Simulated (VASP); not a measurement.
# Na in VASP: single point with PBE

Aim: the single point of Na with PBE.

All numbers are computed with VASP 6.6.1; they aren't measurements. Logs are shortened: lines on timing, memory, paths and dates and some standing lists are left out, and cuts for length are marked.

**1. The cell of the first run**

The cell holds a sublattice, 1 atom: a = 3.451 Å, b = 3.451 Å, c = 3.451 Å, α = 60.00°, β = 60.00°, γ = 60.00°.

**2. Single point, PBE**

Input file INCAR:

```
ALGO = Normal ; EDIFF = 1E-6
ENCUT = 400 ; GGA = PE
GGA_COMPAT = False ; ISIF = 2
ISMEAR = 0 ; LASPH = True
LCHARG = True ; LELF = True
LREAL = False ; LVHAR = True
LWAVE = False ; NBANDS = 10
NELM = 120 ; PREC = Accurate
SIGMA = 0.1
```

Input file KPOINTS:

```
k-points
0
Gamma
  12 12 12
```

Input file POSCAR:

```
Na
1.0
    0.0000000000      2.4400000000      2.4400000000
    2.4400000000      0.0000000000      2.4400000000
    2.4400000000      2.4400000000      0.0000000000
Na
1
Direct
    0.0000000000      0.0000000000      0.0000000000
```

Potentials or basis: VASP PAW PBE potentials, release 64 (Na_pv).

On the command line:

```
$ cat potpaw_PBE.64/Na_pv/POTCAR > POTCAR
$ mpirun -np 1 vasp_std > vasp.out
```

OUTCAR:

```text
EDIFF = 1E-6
   ENCUT = 400
   GGA = PE
   ISIF = 2
   ISMEAR = 0
   LASPH = True
   LREAL = False
   NELM = 120
   PREC = Accurate

 ion  position               nearest neighbor table
   1  0.000  0.000  0.000-

  LATTYP: Found a face centered cubic cell.
 ALAT       =     4.8800000000

  Lattice vectors:

 A1 = (   0.0000000000,   2.4400000000,   2.4400000000)
 A2 = (   2.4400000000,   0.0000000000,   2.4400000000)
 A3 = (   2.4400000000,   2.4400000000,   0.0000000000)

Analysis of symmetry for initial positions (statically):
=====================================================================
 Subroutine PRICEL returns:
 Original cell was already a primitive cell.

 Routine SETGRP: Setting up the symmetry group for a
 face centered cubic supercell.

 Subroutine GETGRP returns: Found 48 space group operations
 (whereof 48 operations were pure point group operations)
 out of a pool of 48 trial point group operations.

The static configuration has the point symmetry O_h .

Analysis of symmetry for dynamics (positions and initial velocities):
=====================================================================
 Subroutine PRICEL returns:
 Original cell was already a primitive cell.

 Routine SETGRP: Setting up the symmetry group for a
 face centered cubic supercell.

 Subroutine GETGRP returns: Found 48 space group operations
 (whereof 48 operations were pure point group operations)
 out of a pool of 48 trial point group operations.

The dynamic configuration has the point symmetry O_h .

 Subroutine INISYM returns: Found 48 space group operations
 (whereof 48 operations are pure point group operations),
 and found     1 'primitive' translations

----------------------------------------------------------------------------------------

                                     Primitive cell

  volume of cell :      29.0536

  direct lattice vectors                    reciprocal lattice vectors
     0.000000000  2.440000000  2.440000000    -0.204918033  0.204918033  0.204918033
     2.440000000  0.000000000  2.440000000     0.204918033 -0.204918033  0.204918033
     2.440000000  2.440000000  0.000000000     0.204918033  0.204918033 -0.204918033

  length of vectors
     3.450681092  3.450681092  3.450681092     0.354928444  0.354928444  0.354928444

  position of ions in fractional coordinates (direct lattice)
     0.000000000  0.000000000  0.000000000

  ion indices of the primitive-cell ions
   primitive index   ion index
                 1           1
[... 71 lines left out ...]
   NELM   =    120;   NELMIN=  2; NELMDL= -5     # of ELM steps
   EDIFF  = 0.1E-05   stopping-criterion for ELM
   LREAL  =      F    real-space projection
   EDIFFG = 0.1E-04   stopping-criterion for IOM
   NSW    =      0    number of steps for IOM
   IBRION =     -1    ionic relax: 0-MD 1-quasi-New 2-CG
   NFREE  =      0    steps in history (QN), initial steepest desc. (CG)
   ISIF   =      2    stress and relaxation
   ISYM   =      2    0-nonsym 1-usesym 2-fastsym
   POTIM  = 0.5000    time-step for ionic-motion
   TEBEG  =    0.0;   TEEND  =   0.0 temperature during run
   PSTRESS=    0.0 pullay stress
   NELECT =       7.0000    total number of electrons
   NUPDOWN=      -1.0000    fix difference up-down
   EMIN   =  10.00;   EMAX   =-10.00  energy-range for DOS
   EFERMI =   0.00;   METHOD = LEGACY
   ISMEAR =     0;   SIGMA  =   0.10  broadening in eV -4-tet -1-fermi 0-gaus
   EFERMI_NEDOS =   21; number of points for ismear=-14 and -15
   IALGO  =     38    algorithm
   IMIX   =      4    mixing-type and parameters
     AMIX     =   0.40;   BMIX     =  1.00
     AMIX_MAG =   1.60;   BMIX_MAG =  1.00
  volume/ion in A,a.u.               =      29.05       196.06
  Fermi-wavevector in a.u.,A,eV,Ry     =   1.018688  1.925040 14.119098  1.037724
  Thomas-Fermi vector in A             =   2.152159
   LORBIT       =      0    0 simple, 1 ext, 2 COOP (PROOUT), +10 PAW based schemes
   GGA     = PE    functional components
   LHFCALC =     F    Hartree Fock is set to
   AEXX    =    0.0000 exact exchange contribution
   IVDW    =     0    specifies the selected vdW correction
   LEPSILON=     F    determine dielectric tensor
   LRPA    =     F    only Hartree local field effects (RPA)
 non-spin polarized calculation
 Gauss-broadening in eV      SIGMA  =   0.10
  energy-cutoff  :      400.00
  volume of cell :       29.05
 maximum number of plane-waves:       544
   NGX = 11   NGY = 11   NGZ = 11

 number of electron       6.9999989 magnetization

 Free energy of the ion-electron system (eV)
  ---------------------------------------------------
  ext. energy  EPLUGINS =         0.00000000
  ---------------------------------------------------
  free energy    TOTEN  =        -1.25380644 eV

  energy without entropy =       -1.25203200  energy(sigma->0) =       -1.25291922

 E-fermi :   1.0666     XC(G=0):  -7.1751

 val. band max:        0.9844242033   @ k =   0.5000   0.2500   0.0833
 cond. band min:       1.1393376004   @ k =  -0.4167   0.0833   0.0000
 fundamental gap:      0.1549133972
 Fermi energy:         1.0665554516

 k-point     1 :       0.0000    0.0000    0.0000
  band No.  band energies     occupation
      1     -23.6190      2.00000
      2     -23.6190      2.00000
      3     -23.6190      2.00000
      4      -2.6988      2.00000
      5      13.7842      0.00000
      6      13.7842      0.00000
      7      13.7842      0.00000
      8      15.0895      0.00000
      9      16.1662      0.00000
     10      16.1662      0.00000
[... 287 lines left out ...]
 k-point    24 :      -0.4167    0.1667    0.0000
  band No.  band energies     occupation
      1     -23.6929      2.00000
      2     -23.6443      2.00000
      3     -23.6326      2.00000
      4       1.8809      0.00000
      5       3.0925      0.00000
      6       8.8602      0.00000
      7      11.6004      0.00000
      8      12.8517      0.00000
      9      16.3960      0.00000
     10      17.4976      0.00000

 [... further k-points ...]
[... 5 lines left out ...]
  --------------------------------------------------------------------------------------
  -------------------------------------------------------------------------------------
  Total        0.4830319      0.4830319      0.4830319      0.0000000      0.0000000     -0.0000000
  in kB       26.6370979     26.6370979     26.6370979      0.0000000      0.0000000     -0.0000000
  external PRESSURE =      26.6370979 kB  Pullay stress =       0.0000000 kB

 VOLUME and BASIS-vectors are now :
 -----------------------------------------------------------------------------
  energy-cutoff  :      400.00
  volume of cell :       29.05
      direct lattice vectors                 reciprocal lattice vectors
     0.000000000  2.440000000  2.440000000    -0.204918033  0.204918033  0.204918033
     2.440000000  0.000000000  2.440000000     0.204918033 -0.204918033  0.204918033
     2.440000000  2.440000000  0.000000000     0.204918033  0.204918033 -0.204918033

 POSITION                                       TOTAL-FORCE (eV/Angst)
 -----------------------------------------------------------------------------------
      0.00000      0.00000      0.00000         0.000000      0.000000      0.000000
 -----------------------------------------------------------------------------------
    total drift:                               -0.000000      0.000000     -0.000000

  FREE ENERGIE OF THE ION-ELECTRON SYSTEM (eV)
  ---------------------------------------------------
  free  energy   TOTEN  =        -1.2538064420 eV

  energy  without entropy=       -1.2520319967  energy(sigma->0) =       -1.25291922
```

OSZICAR:

```text
N       E                     dE             d eps       ncg     rms          rms(c)
DAV:   1     0.268590993034E+02    0.26859E+02   -0.34740E+03  1450   0.525E+02
DAV:   2    -0.688525889503E+00   -0.27548E+02   -0.27403E+02  1500   0.144E+02
DAV:   3    -0.125163968747E+01   -0.56311E+00   -0.56278E+00  1756   0.225E+01
DAV:   4    -0.125547139435E+01   -0.38317E-02   -0.38313E-02  1650   0.177E+00
DAV:   5    -0.125551430626E+01   -0.42912E-04   -0.42911E-04  1686   0.192E-01    0.242E-01
DAV:   6    -0.125455143985E+01    0.96287E-03   -0.55903E-04  1688   0.282E-01    0.158E-01
DAV:   7    -0.125381079441E+01    0.74065E-03   -0.10580E-03  1718   0.331E-01    0.171E-02
DAV:   8    -0.125380666408E+01    0.41303E-05   -0.40013E-05  1736   0.105E-01    0.285E-03
DAV:   9    -0.125380644199E+01    0.22209E-06   -0.23220E-07  1050   0.521E-03
   1 F= -.12538064E+01 E0= -.12529192E+01  d E =-.177445E-02
```

stdout:

```text
POSCAR found type information on POSCAR Na
 POSCAR found :  1 types and       1 ions
 scaLAPACK will be used
 LDA part: xc-table for (Slater+PW92), standard interpolation
 POSCAR, INCAR and KPOINTS ok, starting setup
 FFT: planning ... GRIDC
 FFT: planning ... GRID_SOFT
 FFT: planning ... GRID
 WAVECAR not read
 entering main loop
```

It took 4.1 s on 1 thread of Intel Xeon 6975P-C (Granite Rapids), shared host; peak memory 0.13 GiB.

What came out:

* Free energy: -1.2538 eV
* Pressure: 2.7 GPa
* Band gap on the k mesh: zero (an odd number of electrons rules out a gap without spin polarisation)
